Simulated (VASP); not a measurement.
# CaAs2 (I4/mmm) in VASP: single point with PBE

Aim: the single point of CaAs2 with PBE.

Program: VASP 6.6.1. These are calculated values, not measurements. Logs are shortened: lines on timing, memory, paths and dates and some standing lists are left out, and cuts for length are marked.

## Step 1: The cell of the first run

It takes space group I4/mmm (No. 139, tetragonal). The conventional cell has a = 4.117 Å, b = 4.117 Å, c = 8.708 Å, α = 90.00°, β = 90.00°, γ = 90.00°. Ca (site symmetry 4/mmm) has 10 As at 3.14 to 3.18 Å and 4 Ca at 4.12 Å within 4.2 Å. As (site symmetry 4mm) has 1 As at 2.35 Å and 5 Ca at 3.14 to 3.18 Å within 3.2 Å.

## Step 2: Single point, PBE

Input file INCAR:

```
PREC = Accurate
ENCUT = 520
EDIFF = 1E-6
ISMEAR = 0
SIGMA = 0.1
LREAL = F
LASPH = T
NELM = 60
ALGO = Normal
ISIF = 2
LWAVE = F
LCHARG = F
GGA = PE
NBANDS = 17
```

Input file KPOINTS:

```
regular mesh
0
Gamma
  18 18 18
```

Input file POSCAR:

```
CaAs2
1.0
   -2.0586895254      2.0586895254      4.3541968620
    2.0586895254     -2.0586895254      4.3541968620
    2.0586895254      2.0586895254     -4.3541968620
Ca As
1 2
Direct
    0.0000000000      0.0000000000      0.0000000000
    0.6351313538      0.6351313538      0.0000000000
    0.3648686462      0.3648686462      0.0000000000
```

Potentials or basis: VASP PAW PBE potentials, release 64 (Ca_sv, As).

The run is started by

```sh
$ cat potpaw_PBE.64/Ca_sv/POTCAR potpaw_PBE.64/As/POTCAR > POTCAR
$ mpirun -np 1 vasp_std > vasp.out
```

OUTCAR:

```text
PREC = Accurate
   ENCUT = 520
   EDIFF = 1E-6
   ISMEAR = 0
   LREAL = F
   LASPH = T
   NELM = 60
   ISIF = 2
   GGA = PE

 ion  position               nearest neighbor table
   1  0.000  0.000  0.000-
   2  0.635  0.635  0.000-   3 2.35
   3  0.365  0.365  0.000-   2 2.35

  LATTYP: Found a body centered tetragonal cell.
 ALAT       =     4.1173790508
 C/A-ratio  =     2.1150332813

  Lattice vectors:

 A1 = (  -2.0586895254,   2.0586895254,   4.3541968620)
 A2 = (   2.0586895254,  -2.0586895254,   4.3541968620)
 A3 = (   2.0586895254,   2.0586895254,  -4.3541968620)

Analysis of symmetry for initial positions (statically):
=====================================================================
 Subroutine PRICEL returns:
 Original cell was already a primitive cell.

 Routine SETGRP: Setting up the symmetry group for a
 body centered tetragonal supercell.

 Subroutine GETGRP returns: Found 16 space group operations
 (whereof 16 operations were pure point group operations)
 out of a pool of 16 trial point group operations.

The static configuration has the point symmetry D_4h.

Analysis of symmetry for dynamics (positions and initial velocities):
=====================================================================
 Subroutine PRICEL returns:
 Original cell was already a primitive cell.

 Routine SETGRP: Setting up the symmetry group for a
 body centered tetragonal supercell.

 Subroutine GETGRP returns: Found 16 space group operations
 (whereof 16 operations were pure point group operations)
 out of a pool of 16 trial point group operations.

The dynamic configuration has the point symmetry D_4h.

 Subroutine INISYM returns: Found 16 space group operations
 (whereof 16 operations are pure point group operations),
 and found     1 'primitive' translations

----------------------------------------------------------------------------------------

                                     Primitive cell

  volume of cell :      73.8159

  direct lattice vectors                    reciprocal lattice vectors
    -2.058689525  2.058689525  4.354196862     0.000000000  0.242872951  0.114831740
     2.058689525 -2.058689525  4.354196862     0.242872951  0.000000000  0.114831740
     2.058689525  2.058689525 -4.354196862     0.242872951  0.242872951  0.000000000

  length of vectors
     5.237884634  5.237884634  5.237884634     0.268651445  0.268651445  0.343474221

  position of ions in fractional coordinates (direct lattice)
     0.000000000  0.000000000  0.000000000
     0.635131354  0.635131354  0.000000000
     0.364868646  0.364868646  0.000000000

  ion indices of the primitive-cell ions
   primitive index   ion index
                 1           1
                 2           2
                 3           3

----------------------------------------------------------------------------------------

 KPOINTS: regular mesh

Automatic generation of k-mesh.
 Grid dimensions read from file:
 generate k-points for:   18   18   18

 Generating k-lattice:

  Cartesian coordinates                     Fractional coordinates (reciprocal lattice)
     0.000000000  0.013492942  0.006379541     0.055555556  0.000000000  0.000000000
     0.013492942  0.000000000  0.006379541     0.000000000  0.055555556  0.000000000
     0.013492942  0.013492942  0.000000000     0.000000000  0.000000000  0.055555556

  Length of vectors
     0.014925080  0.014925080  0.019081901

  Shift w.r.t. Gamma in fractional coordinates (k-lattice)
     0.000000000  0.000000000  0.000000000

 Subroutine IBZKPT returns following result:
 ===========================================

 Found    480 irreducible k-points:

 Following reciprocal coordinates:
            Coordinates               Weight
  0.000000  0.000000  0.000000      1.000000
  0.055556  0.000000 -0.000000      8.000000
  0.111111  0.000000 -0.000000      8.000000
  0.166667  0.000000 -0.000000      8.000000
  0.222222  0.000000 -0.000000      8.000000
  0.277778  0.000000 -0.000000      8.000000
[... 16 lines left out ...]
 -0.277778  0.055556  0.000000     16.000000
 -0.222222  0.055556  0.000000     16.000000
 [... further k-points ...]
   k-points           NKPTS =    480   k-points in BZ     NKDIM =    480   number of bands    NBANDS=     17
   number of dos      NEDOS =    301   number of ions     NIONS =      3
   total plane-waves  NPLWV =  64000
   dimension x,y,z NGX =    40 NGY =   40 NGZ =   40
   dimension x,y,z NGXF=    80 NGYF=   80 NGZF=   80
   ions per type =               1   2
   NGX,Y,Z   is equivalent  to a cutoff of  12.70, 12.70, 12.70 a.u.
   NGXF,Y,Z  is equivalent  to a cutoff of  25.39, 25.39, 25.39 a.u.
 SYSTEM =  unknown system
   PREC   = accura    normal or accurate (medium, high low for compatibility)
   ISTART =      0    job   : 0-new  1-cont  2-samecut
   ICHARG =      2    charge: 1-file 2-atom 10-const
   ISPIN  =      1    spin polarized calculation?
   LNONCOLLINEAR =      F non collinear calculations
   LSORBIT =      F    spin-orbit coupling
   LASPH  =      T    aspherical Exc in radial PAW
   ENCUT  =  520.0 eV  38.22 Ry    6.18 a.u.   9.74  9.74  9.74*2*pi/ulx,y,z
   NELM   =     60;   NELMIN=  2; NELMDL= -5     # of ELM steps
   EDIFF  = 0.1E-05   stopping-criterion for ELM
   LREAL  =      F    real-space projection
   EDIFFG = 0.1E-04   stopping-criterion for IOM
   NSW    =      0    number of steps for IOM
   IBRION =     -1    ionic relax: 0-MD 1-quasi-New 2-CG
   NFREE  =      0    steps in history (QN), initial steepest desc. (CG)
   ISIF   =      2    stress and relaxation
   ISYM   =      2    0-nonsym 1-usesym 2-fastsym
   POTIM  = 0.5000    time-step for ionic-motion
   TEBEG  =    0.0;   TEEND  =   0.0 temperature during run
   PSTRESS=    0.0 pullay stress
   NELECT =      20.0000    total number of electrons
   NUPDOWN=      -1.0000    fix difference up-down
   EMIN   =  10.00;   EMAX   =-10.00  energy-range for DOS
   EFERMI =   0.00;   METHOD = LEGACY
   ISMEAR =     0;   SIGMA  =   0.10  broadening in eV -4-tet -1-fermi 0-gaus
   EFERMI_NEDOS =   21; number of points for ismear=-14 and -15
   IALGO  =     38    algorithm
   IMIX   =      4    mixing-type and parameters
     AMIX     =   0.40;   BMIX     =  1.00
     AMIX_MAG =   1.60;   BMIX_MAG =  1.00
  volume/ion in A,a.u.               =      24.61       166.04
  Fermi-wavevector in a.u.,A,eV,Ry     =   1.059339  2.001860 15.268442  1.122199
  Thomas-Fermi vector in A             =   2.194681
   LORBIT       =      0    0 simple, 1 ext, 2 COOP (PROOUT), +10 PAW based schemes
   GGA     = PE    functional components
   LHFCALC =     F    Hartree Fock is set to
   AEXX    =    0.0000 exact exchange contribution
   IVDW    =     0    specifies the selected vdW correction
   LEPSILON=     F    determine dielectric tensor
   LRPA    =     F    only Hartree local field effects (RPA)
 non-spin polarized calculation
 Gauss-broadening in eV      SIGMA  =   0.10
  energy-cutoff  :      520.00
  volume of cell :       73.82
 maximum number of plane-waves:      2005
   NGX = 19   NGY = 19   NGZ = 19

 number of electron      20.0000000 magnetization

 Free energy of the ion-electron system (eV)
  ---------------------------------------------------
  ext. energy  EPLUGINS =         0.00000000
  ---------------------------------------------------
  free energy    TOTEN  =       -12.84721625 eV

  energy without entropy =      -12.83547425  energy(sigma->0) =      -12.84134525

 E-fermi :   3.9993     XC(G=0):  -9.4527

 val. band max:        3.9972897266   @ k =  -0.3333   0.2778   0.0000
 cond. band min:       4.0037806921   @ k =   0.3333   0.1667   0.0556
 fundamental gap:      0.0064909655
 Fermi energy:         3.9993411839

 k-point     1 :       0.0000    0.0000    0.0000
  band No.  band energies     occupation
      1     -37.0037      2.00000
      2     -18.0595      2.00000
      3     -18.0088      2.00000
      4     -18.0088      2.00000
      5      -8.7827      2.00000
      6      -3.9342      2.00000
[... 9 lines left out ...]
     16       9.4024      0.00000
     17       9.5164      0.00000

 k-point     2 :       0.0556    0.0000   -0.0000
  band No.  band energies     occupation
      1     -37.0036      2.00000
      2     -18.0596      2.00000
      3     -18.0109      2.00000
      4     -18.0086      2.00000
      5      -8.7630      2.00000
      6      -3.9696      2.00000
[... 9 lines left out ...]
     16       9.4673      0.00000
     17       9.4820      0.00000

 k-point     3 :       0.1111    0.0000   -0.0000
  band No.  band energies     occupation
      1     -37.0033      2.00000
      2     -18.0597      2.00000
      3     -18.0170      2.00000
      4     -18.0080      2.00000
      5      -8.7051      2.00000
      6      -4.0692      2.00000
[... 9 lines left out ...]
     16       9.3657      0.00000
     17       9.3869      0.00000

 k-point     4 :       0.1667    0.0000   -0.0000
  band No.  band energies     occupation
      1     -37.0029      2.00000
      2     -18.0600      2.00000
      3     -18.0263      2.00000
      4     -18.0071      2.00000
      5      -8.6129      2.00000
      6      -4.2167      2.00000
[... 9 lines left out ...]
     16       9.1700      0.00000
     17       9.2315      0.00000
[... 343 lines left out ...]
      1     -37.0014      2.00000
      2     -18.0643      2.00000
      3     -18.0562      2.00000
      4     -18.0053      2.00000
      5      -8.2392      2.00000
      6      -4.6618      2.00000
[... 9 lines left out ...]
     16       8.8184      0.00000
     17       9.4931      0.00000

 k-point    23 :      -0.2778    0.0556    0.0000
  band No.  band energies     occupation
      1     -37.0019      2.00000
      2     -18.0605      2.00000
      3     -18.0485      2.00000
      4     -18.0065      2.00000
      5      -8.3764      2.00000
      6      -4.4767      2.00000
[... 9 lines left out ...]
     16       8.8775      0.00000
     17       9.3133      0.00000

 k-point    24 :      -0.2222    0.0556    0.0000
  band No.  band energies     occupation
      1     -37.0024      2.00000
      2     -18.0596      2.00000
      3     -18.0372      2.00000
      4     -18.0077      2.00000
      5      -8.5075      2.00000
      6      -4.2948      2.00000
[... 9 lines left out ...]
     16       8.8923      0.00000
     17       9.2848      0.00000

 [... further k-points ...]

------------------------ aborting loop because EDIFF is reached ----------------------------------------

  FORCE on cell =-STRESS in cart. coord.  units (eV):
  Direction    XX          YY          ZZ          XY          YZ          ZX
  --------------------------------------------------------------------------------------
  -------------------------------------------------------------------------------------
  Total        0.0609684      0.0609684      0.1824216      0.0000000     -0.0000000      0.0000000
  in kB        1.3233229      1.3233229      3.9594703      0.0000000     -0.0000000      0.0000000
  external PRESSURE =       2.2020387 kB  Pullay stress =       0.0000000 kB

 VOLUME and BASIS-vectors are now :
 -----------------------------------------------------------------------------
  energy-cutoff  :      520.00
  volume of cell :       73.82
      direct lattice vectors                 reciprocal lattice vectors
    -2.058689525  2.058689525  4.354196862     0.000000000  0.242872951  0.114831740
     2.058689525 -2.058689525  4.354196862     0.242872951  0.000000000  0.114831740
     2.058689525  2.058689525 -4.354196862     0.242872951  0.242872951  0.000000000

 POSITION                                       TOTAL-FORCE (eV/Angst)
 -----------------------------------------------------------------------------------
      0.00000      0.00000      0.00000        -0.000000     -0.000000     -0.000000
      0.00000      0.00000      5.53097         0.000000      0.000000      0.067946
      0.00000      0.00000      3.17742         0.000000      0.000000     -0.067946
 -----------------------------------------------------------------------------------
    total drift:                                0.000000     -0.000000     -0.000000

  FREE ENERGIE OF THE ION-ELECTRON SYSTEM (eV)
  ---------------------------------------------------
  free  energy   TOTEN  =       -12.8472162505 eV

  energy  without entropy=      -12.8354742485  energy(sigma->0) =      -12.84134525
```

It took 4.9 min on 1 thread of Intel Xeon 6975P-C (Granite Rapids), shared host; peak memory 0.73 GiB.

What came out:

```yaml
Free_energy: -12.8472 eV
Pressure: 0.2 GPa
Largest_force: 0.068 eV/Å
Band_gap_on_the_k_mesh: zero (bands 10 and 11 overlap by 2.20 eV)
```

Forces on the atoms (eV/Å):
```
Ca   0.000  0.000  0.000
As   0.000  0.000  0.068
As   0.000  0.000 -0.068
```
